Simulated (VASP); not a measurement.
Zn, 2 atoms in the cell. The structure is hexagonal, space group P6_3/mmc (No. 194). The conventional cell has a = 2.614 Å, b = 2.614 Å, c = 4.873 Å, α = 90.00°, β = 90.00°, γ = 120.00°. Within 3.4 Å of Zn (site symmetry -6m2) lie 12 Zn at 2.61 to 2.87 Å. 

* Program: VASP 6.6.1
* Task: relaxation of cell and atoms
* Functional: r2SCAN
* Potentials or basis: VASP PAW PBE potentials, release 64 (Zn)
* Cutoff: 550 eV
* k mesh: 18 × 18 × 10
* Occupations: gaussian, width 0.1 eV
* Spin: no spin polarisation
* Dipole correction: no
* Further INCAR settings: ALGO = Normal; EDIFF = 1e-07; IBRION = 2; EDIFFG = -0.002; NSW = 100; ISIF = 3

Potentials or basis: VASP PAW PBE potentials, release 64 (Zn).

Run with:

```console
$ cat potpaw_PBE.64/Zn/POTCAR > POTCAR
$ cp INCAR.step1 INCAR
$ mpirun -np 1 vasp_std > vasp.out
$ cp INCAR.step2 INCAR
$ mpirun -np 1 vasp_std > vasp.out
```

Hardware: 1 thread of Intel(R) Xeon(R) 6975P-C (Granite Rapids), with other jobs on the host.

Problem. How long does it take, and how much memory?

Solution. It took 24 min on 1 thread of Intel(R) Xeon(R) 6975P-C (Granite Rapids), with other jobs on the host, peak memory 0.23 GiB. Counts: k points 222, ion steps 8.
